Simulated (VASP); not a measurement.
Set up this calculation in VASP 6.6.1, as the native input.

```yaml
Task: relaxation of cell and atoms
Functional: LDA
Potentials_or_basis: VASP PAW LDA potentials, release 64 (Ta_sv_GW)
Cutoff: 500 eV
k_mesh: 18 × 18 × 18
Occupations: gaussian, width 0.1 eV
Spin: no spin polarisation
Dipole_correction: no
Further_INCAR_settings: ALGO = Normal; EDIFF = 1e-07; IBRION = 2; EDIFFG = -0.005; NSW = 70; ISIF = 3
```

The structure of Ta lies in POSCAR:

```
Ta
1.0
   -1.6593948215      1.6593948215      1.6593948215
    1.6593948215     -1.6593948215      1.6593948215
    1.6593948215      1.6593948215     -1.6593948215
Ta
1
Direct
    0.0000000000      0.0000000000      0.0000000000
```

The input as run:

INCAR

```
ALGO     = Normal         # electronic algorithm
EDIFF    = 1E-7           # SCF threshold, eV
EDIFFG   = -0.005         # ionic threshold
ENCUT    = 500            # plane-wave cutoff, eV
GGA      = CA             # functional
GGA_COMPAT= F            
IBRION   = 2              # ionic algorithm
ISIF     = 3              # what is computed and relaxed
ISMEAR   = 0              # smearing method
LASPH    = T              # aspherical terms in the spheres
LCHARG   = F              # write CHGCAR
LREAL    = F              # projectors in reciprocal space
LWAVE    = F              # write WAVECAR
NELM     = 120            # most SCF steps
NELMIN   = 4            
NSW      = 70             # ionic steps
PREC     = Accurate       # precision mode
SIGMA    = 0.1            # smearing width, eV
```

KPOINTS

```
k-points
0
Gamma
  18 18 18
```

Potentials or basis: VASP PAW LDA potentials, release 64 (Ta_sv_GW).

Run with:

```sh
$ cat potpaw_LDA.64/Ta_sv_GW/POTCAR > POTCAR
$ mpirun -np 1 vasp_std > vasp.out
```

It gave:

The relaxed volume is 17.19 Å³/atom and the relaxed cell is a = 2.816 Å, b = 2.816 Å, c = 2.816 Å, α = 109.47°, β = 109.47°, γ = 109.47°. The space group after relaxing (to 0.1 Å) is Im-3m (No. 229). The energy gained by relaxing is 44.4 meV/atom, the ionic steps are 7 and the pressure after relaxing is 0.0 GPa. The band gap on the k mesh is zero (an odd number of electrons rules out a gap without spin polarisation).

Caveat: spin-orbit coupling is left out, which moves the levels of the heavy elements.

Run time: 100 s on 1 thread of Intel(R) Xeon(R) Platinum 8375C CPU @ 2.90GHz (Ice Lake) (shared host), peak memory 0.18 GiB.
